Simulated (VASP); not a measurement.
# Ni: single point with PBEsol

Crystal: Ni.

```xyz
1
Lattice="0.0000 1.7376 1.7376 1.7376 0.0000 1.7376 1.7376 1.7376 0.0000" Properties=species:S:1:pos:R:3 pbc="T T T"
Ni    0.0000    0.0000    0.0000
```

| Quantity | Value |
| --- | --- |
| Program | VASP 6.6.1 |
| Task | single point |
| Functional | PBEsol |
| Potentials or basis | VASP PAW PBE potentials, release 64 (Ni) |
| Cutoff | 520 eV |
| k mesh | 13 × 13 × 13 |
| Occupations | tetrahedron |
| Spin | collinear spin, ferromagnetic start |
| Starting moments | [-0.62] μB |

The pressure is -2.6 GPa and the net moment is -0.59 μB per cell. The site moments are Ni -0.60 μB and the valence electrons inside the program's atomic spheres are Ni 9.38.

Levels at points of the mesh, in eV from the Fermi level:
Spin up:
```
           k point  band 2  band 3  band 4  band 5  band 6  band 7  band 8  band 9
(0.00, 0.00, 0.00)   -1.82   -1.82   -1.82   -0.70   -0.70   23.88   28.11   28.11
```
Spin down:
| k point | band 1 | band 2 | band 3 | band 4 | band 5 | band 6 | band 7 | band 8 | band 9 | band 10 |
| --- | --- | --- | --- | --- | --- | --- | --- | --- | --- | --- |
| (0.00, 0.00, 0.00) | -9.33 | -2.51 | -2.51 | -2.51 | -1.27 | -1.27 | 23.99 | 28.12 | 28.12 | 28.12 |

It took 41 s on 1 thread of Intel Xeon 8259CL, with other jobs on the host, peak memory 0.14 GiB.

Caveat: the PAW data sets were made with another functional, which shifts forces and pressure a little; tetrahedron occupations give inexact forces and stress in metals.
